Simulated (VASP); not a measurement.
Ti, 1 atom in the cell. It takes space group Fm-3m (No. 225, cubic). Conventional cell: a = 4.019 Å, b = 4.019 Å, c = 4.019 Å, α = 90.00°, β = 90.00°, γ = 90.00°. Ti (site symmetry m-3m) has 12 Ti at 2.84 Å within 3.7 Å.  This cell differs from its parent crystal: volume scaled by 0.97.

```yaml
Program: VASP 6.6.1
Task: electric field gradients
Functional: PBE
Potentials_or_basis: VASP PAW PBE potentials, release 64 (Ti_sv)
Cutoff: 520 eV
k_mesh: 15 × 15 × 15
Occupations: fermi-dirac, width 0.05 eV
Spin: no spin polarisation
Dipole_correction: no
Further_INCAR_settings: ALGO = Normal; EDIFF = 1e-08; NBANDS = 12
```

Potentials or basis: VASP PAW PBE potentials, release 64 (Ti_sv).

The run is started by

```sh
$ cat potpaw_PBE.64/Ti_sv/POTCAR > POTCAR
$ mpirun -np 1 vasp_std > vasp.out
```

Hardware: 1 thread of Intel(R) Xeon(R) Platinum 8488C (Sapphire Rapids), on a shared host.

How long does it take, and how much memory?

Run time: 12 s on 1 thread of Intel(R) Xeon(R) Platinum 8488C (Sapphire Rapids) (shared host), peak memory 0.15 GiB. Counts: scf iterations 15, k points 120.
